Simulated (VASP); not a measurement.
Wanted: the native input for a VASP 6.6.1 run.

```
Task                   : single point
Functional             : PBE
Potentials or basis    : VASP PAW PBE potentials, release 64 (Ga_d, As)
Cutoff                 : 520 eV
k mesh                 : 6 × 6 × 6
Occupations            : gaussian, width 0.01 eV
Spin                   : no spin polarisation
Dipole correction      : no
Further INCAR settings : ALGO = Normal; EDIFF = 1e-06; NBANDS = 16
```

The structure of GaAs lies in POSCAR:

```
GaAs
1.0
    0.0000000000      2.8330831919      2.8330831919
    2.8330831919      0.0000000000      2.8330831919
    2.8330831919      2.8330831919      0.0000000000
Ga As
1 1
Direct
    0.0000000000      0.0000000000      0.0000000000
    0.2500000000      0.2500000000      0.2500000000
```

One way to write it, as run:

INCAR

```
SYSTEM = GaAs
PREC = Accurate
ENCUT = 520
EDIFF = 1E-6
ISMEAR = 0
SIGMA = 0.01
LREAL = .False.
LASPH = .True.
NELM = 80
ALGO = Normal
ISIF = 2
LWAVE = .False.
LCHARG = .True.
GGA = PE
LELF = .True.
LVHAR = .True.
NBANDS = 16
```

KPOINTS

```
regular mesh
0
Gamma
  6 6 6
  0 0 0
```

Potentials or basis: VASP PAW PBE potentials, release 64 (Ga_d, As).

Launch:

```console
$ cat potpaw_PBE.64/Ga_d/POTCAR potpaw_PBE.64/As/POTCAR > POTCAR
$ mpirun -np 1 vasp_std > vasp.out
```

Results of the run:

```yaml
Pressure: 2.9 GPa
Band_gap_on_the_k_mesh: 0.47 eV, direct
```

Wall time 26 s on 1 thread of AMD EPYC 7R13 (shared host), peak memory 0.14 GiB.
